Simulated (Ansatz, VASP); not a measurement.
**Two plane-wave programs on B**

```xyz
4
Lattice="-1.6353 1.6353 4.4537 1.6353 -1.6353 4.4537 1.6353 1.6353 -4.4537" Properties=species:S:1:pos:R:3 pbc="T T T"
B     0.5628    2.1981    0.0000
B     1.0725   -0.5628    4.4537
B     0.5628    1.0725    4.4537
B     1.0725    0.5628    0.0000
```

Alike in both runs: task single point; functional PBE; k mesh 20 × 20 × 20; occupations gaussian, width 0.1 eV; no spin polarisation.

```csv
,VASP,Ansatz
version,VASP 6.6.1,Ansatz 0.2.0
potentials or method,"VASP PAW PBE potentials, release 64 (B), cutoff 520 eV","scalar-relativistic, plane waves, PAW"
valence electrons in the cell,12,12
```

VASP gave:

| Property | Result |
| --- | --- |
| gap on the k mesh at the Fermi level (eV) | none |
| pressure (GPa) | 0.0 |
| rms of the force components (eV/Å) | 0.004 |

Task: Which values does Ansatz return?

Result: gap on the k mesh at the Fermi level (eV): none; pressure (GPa): 0.0; rms of the force components (eV/Å): 0.000.

Atom by atom the forces differ by 0.004 eV/Å (rms over components). A gap of «none» marks a metal or a gap that the smearing closes. With one functional, cell and mesh, what is left measures potentials, basis and numerics.
